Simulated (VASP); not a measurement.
# BN (R3m) in VASP: single point with HSE06

Aim: the single point of BN with HSE06.

Program: VASP 6.6.1. These are calculated values, not measurements. Logs are shortened: lines on timing, memory, paths and dates and some standing lists are left out, and cuts for length are marked.

## Step 1: The cell of the first run

It takes space group R3m (No. 160, trigonal). The conventional cell has a = 2.552 Å, b = 2.552 Å, c = 6.085 Å, α = 90.00°, β = 90.00°, γ = 120.00°. Within 2.0 Å of B (site symmetry 3m) lie 4 N at 1.52 to 1.56 Å. Within 2.0 Å of N (site symmetry 3m) lie 4 B at 1.52 to 1.56 Å.

## Step 2: Single point, HSE06 (strain along [111] -2.7%)

POSCAR reads:

```
BN
1.0
   -0.0321258931      1.7726995604      1.7726995604
    1.7726995604     -0.0321258931      1.7726995604
    1.7726995604      1.7726995604     -0.0321258931
B N
1 1
Direct
   -0.0003030590     -0.0003030590     -0.0003030590
    0.2503030590      0.2503030590      0.2503030590
```

INCAR.step1 reads:

```
ALGO = Normal
EDIFF = 1E-5
ENCUT = 520
GGA = PE
ISIF = 2
ISMEAR = 0
LASPH = T
LCHARG = F
LREAL = F
LWAVE = T
NBANDS = 11
NELM = 100
PREC = Accurate
SIGMA = 0.01
```

INCAR.step2 reads:

```
ALGO = Normal
EDIFF = 1E-7
ENCUT = 520
GGA = PE
HFSCREEN = 0.2079
ISIF = 2
ISMEAR = 0
ISTART = 1
LASPH = T
LCHARG = F
LHFCALC = T
LREAL = F
LWAVE = F
NBANDS = 11
NELM = 100
PREC = Accurate
PRECFOCK = Normal
SIGMA = 0.01
```

KPOINTS reads:

```
k-points
0
Gamma
  8 8 8
```

Potentials or basis: VASP PAW PBE potentials, release 64 (B, N).

Launch:

```bash
$ cat potpaw_PBE.64/B/POTCAR potpaw_PBE.64/N/POTCAR > POTCAR
$ cp INCAR.step1 INCAR
$ mpirun -np 1 vasp_std > vasp.out
$ cp INCAR.step2 INCAR
$ mpirun -np 1 vasp_std > vasp.out
```

OUTCAR:

```text
EDIFF = 1E-7
   ENCUT = 520
   GGA = PE
   HFSCREEN = 0.2079
   ISIF = 2
   ISMEAR = 0
   ISTART = 1
   LASPH = T
   LHFCALC = T
   LREAL = F
   NELM = 100
   PREC = Accurate
   PRECFOCK = Normal

 ion  position               nearest neighbor table
   1  1.000  1.000  1.000-   2 1.52   2 1.56   2 1.56   2 1.56
   2  0.250  0.250  0.250-   1 1.52   1 1.56   1 1.56   1 1.56

  LATTYP: Found a trigonal (rhomboedric) cell.
 ALAT       =     2.5071815921
 COS(alpha) =     0.4817983000

  Lattice vectors:

 A1 = (  -0.0321258931,   1.7726995604,   1.7726995604)
 A2 = (   1.7726995604,  -0.0321258931,   1.7726995604)
 A3 = (   1.7726995604,   1.7726995604,  -0.0321258931)

Analysis of symmetry for initial positions (statically):
=====================================================================
 Subroutine PRICEL returns:
 Original cell was already a primitive cell.

 Routine SETGRP: Setting up the symmetry group for a
 trigonal (rhombohedral) supercell.

 Subroutine GETGRP returns: Found  6 space group operations
 (whereof  6 operations were pure point group operations)
 out of a pool of 12 trial point group operations.

The static configuration has the point symmetry C_3v.

Analysis of symmetry for dynamics (positions and initial velocities):
=====================================================================
 Subroutine PRICEL returns:
 Original cell was already a primitive cell.

 Routine SETGRP: Setting up the symmetry group for a
 trigonal (rhombohedral) supercell.

 Subroutine GETGRP returns: Found  6 space group operations
 (whereof  6 operations were pure point group operations)
 out of a pool of 12 trial point group operations.

The dynamic configuration has the point symmetry C_3v.

 Subroutine INISYM returns: Found  6 space group operations
 (whereof  6 operations are pure point group operations),
 and found     1 'primitive' translations

----------------------------------------------------------------------------------------

                                     Primitive cell

  volume of cell :      11.4441

  direct lattice vectors                    reciprocal lattice vectors
    -0.032125893  1.772699560  1.772699560    -0.274501850  0.279568350  0.279568350
     1.772699560 -0.032125893  1.772699560     0.279568350 -0.274501850  0.279568350
     1.772699560  1.772699560 -0.032125893     0.279568350  0.279568350 -0.274501850

  length of vectors
     2.507181592  2.507181592  2.507181592     0.481319219  0.481319219  0.481319219

  position of ions in fractional coordinates (direct lattice)
     0.999696941  0.999696941  0.999696941
     0.250303059  0.250303059  0.250303059

  ion indices of the primitive-cell ions
   primitive index   ion index
                 1           1
                 2           2

----------------------------------------------------------------------------------------

 KPOINTS: k-points

Automatic generation of k-mesh.
 Grid dimensions read from file:
 generate k-points for:    8    8    8

 Generating k-lattice:

  Cartesian coordinates                     Fractional coordinates (reciprocal lattice)
    -0.034312731  0.034946044  0.034946044     0.125000000 -0.000000000 -0.000000000
     0.034946044 -0.034312731  0.034946044    -0.000000000  0.125000000 -0.000000000
     0.034946044  0.034946044 -0.034312731    -0.000000000 -0.000000000  0.125000000

  Length of vectors
     0.060164902  0.060164902  0.060164902

  Shift w.r.t. Gamma in fractional coordinates (k-lattice)
     0.000000000  0.000000000  0.000000000

 Subroutine IBZKPT returns following result:
 ===========================================

 Found     65 irreducible k-points:

 Following reciprocal coordinates:
            Coordinates               Weight
  0.000000  0.000000  0.000000      1.000000
  0.125000  0.000000 -0.000000      6.000000
  0.250000  0.000000 -0.000000      6.000000
  0.375000 -0.000000  0.000000      6.000000
  0.500000  0.000000 -0.000000      3.000000
  0.125000  0.125000 -0.000000      6.000000
[... 16 lines left out ...]
  0.250000  0.125000  0.125000      6.000000
  0.375000  0.125000  0.125000      6.000000
 [... further k-points ...]
   k-points           NKPTS =     65   k-points in BZ     NKDIM =    512   number of bands    NBANDS=     11
   number of dos      NEDOS =    301   number of ions     NIONS =      2
   total plane-waves  NPLWV =   8000
   dimension x,y,z NGX =    20 NGY =   20 NGZ =   20
   dimension x,y,z NGXF=    40 NGYF=   40 NGZF=   40
   ions per type =               1   1
   NGX,Y,Z   is equivalent  to a cutoff of  13.26, 13.26, 13.26 a.u.
   NGXF,Y,Z  is equivalent  to a cutoff of  26.52, 26.52, 26.52 a.u.
 SYSTEM =  unknown system
   PREC   = accura    normal or accurate (medium, high low for compatibility)
   ISTART =      1    job   : 0-new  1-cont  2-samecut
   ICHARG =      0    charge: 1-file 2-atom 10-const
   ISPIN  =      1    spin polarized calculation?
   LNONCOLLINEAR =      F non collinear calculations
   LSORBIT =      F    spin-orbit coupling
   LASPH  =      T    aspherical Exc in radial PAW
   ENCUT  =  520.0 eV  38.22 Ry    6.18 a.u.   4.66  4.66  4.66*2*pi/ulx,y,z
   NELM   =    100;   NELMIN=  2; NELMDL=  0     # of ELM steps
   EDIFF  = 0.1E-06   stopping-criterion for ELM
   LREAL  =      F    real-space projection
   EDIFFG = 0.1E-05   stopping-criterion for IOM
   NSW    =      0    number of steps for IOM
   IBRION =     -1    ionic relax: 0-MD 1-quasi-New 2-CG
   NFREE  =      0    steps in history (QN), initial steepest desc. (CG)
   ISIF   =      2    stress and relaxation
   ISYM   =      3    0-nonsym 1-usesym 2-fastsym
   POTIM  = 0.5000    time-step for ionic-motion
   TEBEG  =    0.0;   TEEND  =   0.0 temperature during run
   PSTRESS=    0.0 pullay stress
   NELECT =       8.0000    total number of electrons
   NUPDOWN=      -1.0000    fix difference up-down
   EMIN   =  10.00;   EMAX   =-10.00  energy-range for DOS
   EFERMI =   0.00;   METHOD = LEGACY
   ISMEAR =     0;   SIGMA  =   0.01  broadening in eV -4-tet -1-fermi 0-gaus
   EFERMI_NEDOS =   21; number of points for ismear=-14 and -15
   IALGO  =     38    algorithm
   IMIX   =      1    mixing-type and parameters
     AMIX     =   0.40;   BMIX     =  1.00
     AMIX_MAG =   1.60;   BMIX_MAG =  1.00
  volume/ion in A,a.u.               =       5.72        38.61
  Fermi-wavevector in a.u.,A,eV,Ry     =   1.452928  2.745636 28.721889  2.110999
  Thomas-Fermi vector in A             =   2.570253
   LORBIT       =      0    0 simple, 1 ext, 2 COOP (PROOUT), +10 PAW based schemes
   GGA     = PE    functional components
   LHFCALC =     T    Hartree Fock is set to
   PRECFOCK=normal    Normal, Fast or Accurate (Low or Medium for compatibility)
   ENCUT4O =  -1.0   cutoff for four orbital integrals eV
   NKREDX  =     1    reduce k-point grid by
   NKREDY  =     1    reduce k-point grid by
   NKREDZ  =     1    reduce k-point grid by
   AEXX    =    0.2500 exact exchange contribution
   HFSCREEN=    0.2079 screening length (either q_TF or 0.3 A-1)
   HFSCREENC=   0.2079 screening length for correlation (either q_TF or 0.3 A-1)
   ENCUTFOCK=  -1.0 apply spherical cutoff to Coloumb kernel
   IVDW    =     0    specifies the selected vdW correction
   LEPSILON=     F    determine dielectric tensor
   LRPA    =     F    only Hartree local field effects (RPA)
 non-spin polarized calculation
 Gauss-broadening in eV      SIGMA  =   0.01
  energy-cutoff  :      520.00
  volume of cell :       11.44
 maximum number of plane-waves:       319
  NGX = 14; NGY = 14; NGZ = 14

 number of electron       7.9999999 magnetization

 Free energy of the ion-electron system (eV)
  ---------------------------------------------------
  ext. energy  EPLUGINS =         0.00000000
  ---------------------------------------------------
  free energy    TOTEN  =       -20.30628015 eV

  energy without entropy =      -20.30628015  energy(sigma->0) =      -20.30628015

 E-fermi :   7.1756     XC(G=0): -10.6084

 val. band max:        7.0196575042   @ k =   0.0000   0.0000   0.0000
 cond. band min:      12.7237129461   @ k =   0.5000   0.5000  -0.0000
 fundamental gap:      5.7040554419
 Fermi energy:         7.1755795815

 k-point     1 :       0.0000    0.0000    0.0000
  band No.  band energies     occupation
      1     -15.5558      2.00000
      2       6.8849      2.00000
      3       6.8849      2.00000
      4       7.0197      2.00000
      5      17.4013      0.00000
      6      17.4013      0.00000
      7      17.8910      0.00000
      8      19.8733      0.00000
      9      34.2828      0.00000
     10      37.1079      0.00000
     11      37.1079      0.00000

 k-point     2 :       0.1250    0.0000   -0.0000
  band No.  band energies     occupation
      1     -15.1427      2.00000
      2       4.7940      2.00000
      3       6.4921      2.00000
      4       6.5912      2.00000
      5      17.9405      0.00000
      6      18.0291      0.00000
      7      18.7041      0.00000
      8      20.8933      0.00000
      9      33.5783      0.00000
     10      33.6427      0.00000
     11      34.1950      0.00000

 k-point     3 :       0.2500    0.0000   -0.0000
  band No.  band energies     occupation
      1     -13.9427      2.00000
      2       0.7558      2.00000
      3       5.7100      2.00000
      4       5.7585      2.00000
      5      18.6475      0.00000
      6      19.0857      0.00000
      7      19.7205      0.00000
      8      22.9690      0.00000
      9      32.4350      0.00000
     10      32.6556      0.00000
     11      33.3376      0.00000
[... 267 lines left out ...]
 k-point    23 :       0.2500    0.1250    0.1250
  band No.  band energies     occupation
      1     -14.4289      2.00000
      2       3.1420      2.00000
      3       4.6266      2.00000
      4       6.4076      2.00000
      5      18.3698      0.00000
      6      18.5467      0.00000
      7      19.4777      0.00000
      8      22.2973      0.00000
      9      30.7069      0.00000
     10      31.7184      0.00000
     11      36.4669      0.00000

 k-point    24 :       0.3750    0.1250    0.1250
  band No.  band energies     occupation
      1     -13.0048      2.00000
      2      -0.5059      2.00000
      3       3.5975      2.00000
      4       5.6242      2.00000
      5      19.4635      0.00000
      6      19.4694      0.00000
      7      20.1360      0.00000
      8      23.2735      0.00000
      9      30.4113      0.00000
     10      31.9946      0.00000
     11      36.7673      0.00000

 [... further k-points ...]
[... 5 lines left out ...]
  --------------------------------------------------------------------------------------
  -------------------------------------------------------------------------------------
  Total        0.5371356      0.5371356      0.5371356      0.6518274      0.6518274      0.6518274
  in kB       75.1990224     75.1990224     75.1990224     91.2558820     91.2558820     91.2558820
  external PRESSURE =      75.1990224 kB  Pullay stress =       0.0000000 kB

 VOLUME and BASIS-vectors are now :
 -----------------------------------------------------------------------------
  energy-cutoff  :      520.00
  volume of cell :       11.44
      direct lattice vectors                 reciprocal lattice vectors
    -0.032125893  1.772699560  1.772699560    -0.274501850  0.279568350  0.279568350
     1.772699560 -0.032125893  1.772699560     0.279568350 -0.274501850  0.279568350
     1.772699560  1.772699560 -0.032125893     0.279568350  0.279568350 -0.274501850

 POSITION                                       TOTAL-FORCE (eV/Angst)
 -----------------------------------------------------------------------------------
      3.51221      3.51221      3.51221        -0.016264     -0.016264     -0.016264
      0.87938      0.87938      0.87938         0.016264      0.016264      0.016264
 -----------------------------------------------------------------------------------
    total drift:                                0.000000      0.000000      0.000000

  FREE ENERGIE OF THE ION-ELECTRON SYSTEM (eV)
  ---------------------------------------------------
  free  energy   TOTEN  =       -20.3062801451 eV

  energy  without entropy=      -20.3062801451  energy(sigma->0) =      -20.30628015
```

It took 20 min on 1 thread of AMD EPYC 7R13 (Zen 3), shared host; peak memory 0.2 GiB.

Results:

```
Free energy            : -20.3063 eV
Pressure               : 7.5 GPa
Largest force          : 0.028 eV/Å
Band gap on the k mesh : 5.70 eV (least direct gap 10.38 eV)
```

Forces on the atoms (eV/Å):
```
B   -0.016 -0.016 -0.016
N    0.016  0.016  0.016
```

Stress tensor (GPa, compression positive):
```
7.52 9.13 9.13
9.13 7.52 9.13
9.13 9.13 7.52
```

Levels at points of the mesh, in eV from the valence-band top:
```
           k point  band 2  band 3  band 4  band 5  band 6  band 7
(0.00, 0.00, 0.00)   -0.13   -0.13    0.00   10.38   10.38   10.87
(0.50, 0.00, 0.00)  -12.05   -2.19   -2.17   12.22   12.45   13.06
(0.50, 0.50, 0.00)  -10.08   -5.75   -5.37    5.70   10.86   20.79
(0.50, 0.50, 0.50)  -11.95   -2.48   -2.48   11.67   12.37   12.37
```

Caveat: the cell differs from its parent crystal (strain along [111] -2.7%); the cell stands under pressure; the PAW data sets were made with another functional, which shifts forces and pressure a little.
